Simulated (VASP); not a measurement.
## Hg: single point with LDA

Hg:

```
Hg
1.0
     0.00000    0.00000    3.32006
    -5.40579    0.00000    0.00000
     2.70289   -5.64548    0.00000
Hg
4
Direct
  0.50075 0.36917 0.73833
  0.99925 0.86917 0.73833
  0.00075 0.13083 0.26167
  0.49925 0.63083 0.26167
```

```json
{"Program": "VASP 6.6.1", "Task": "single point", "Functional": "LDA", "Potentials or basis": "VASP PAW LDA potentials, release 64 (Hg)", "Cutoff": "520 eV", "k mesh": "10 × 8 × 8", "Occupations": "gaussian, width 0.05 eV", "Spin": "no spin polarisation", "Dipole correction": "no", "Further INCAR settings": "ALGO = Fast; EDIFF = 1e-06; NBANDS = 32"}
```

```yaml
Pressure: -3.5 GPa
Largest_force: 0.005 eV/Å
Band_gap_on_the_k_mesh: zero (bands 24 and 25 overlap by 1.84 eV)
```

Forces in eV/Å, atoms in the order of the input:
```
Hg   0.000  0.005 -0.001
Hg   0.000  0.005  0.001
Hg   0.000 -0.005 -0.001
Hg   0.000 -0.005  0.001
```

Stress tensor (GPa, compression positive):
```
-3.80  0.00  0.00
 0.00 -3.10  0.00
 0.00  0.00 -3.70
```

Levels at points of the mesh, in eV from the Fermi level:
```csv
k point,band 21,band 22,band 23,band 24,band 25,band 26,band 27,band 28
"(0.00, 0.00, 0.00)",-5.56,-2.19,-1.63,-1.21,-1.02,0.11,0.61,6.47
"(0.50, 0.00, 0.00)",-3.78,-3.78,0.04,0.04,2.09,2.09,3.15,3.15
"(0.00, 0.50, 0.00)",-5.87,-5.87,-3.39,-3.39,2.87,2.87,6.37,6.37
"(0.50, 0.50, 0.00)",-2.08,-2.08,-1.81,-1.81,0.46,0.46,1.07,1.07
"(0.00, 0.00, 0.50)",-5.59,-5.41,-1.83,-1.40,2.38,2.50,2.75,4.83
"(0.50, 0.00, 0.50)",-2.63,-2.63,-2.61,-2.61,1.75,1.75,3.91,3.91
```

Wall time 8.6 min on 1 thread of Oxide Virtual Turin-like Processor, on a shared host, peak memory 0.36 GiB.

Caveat: the cell stands under tension; spin-orbit coupling is left out, which moves the levels of the heavy elements.
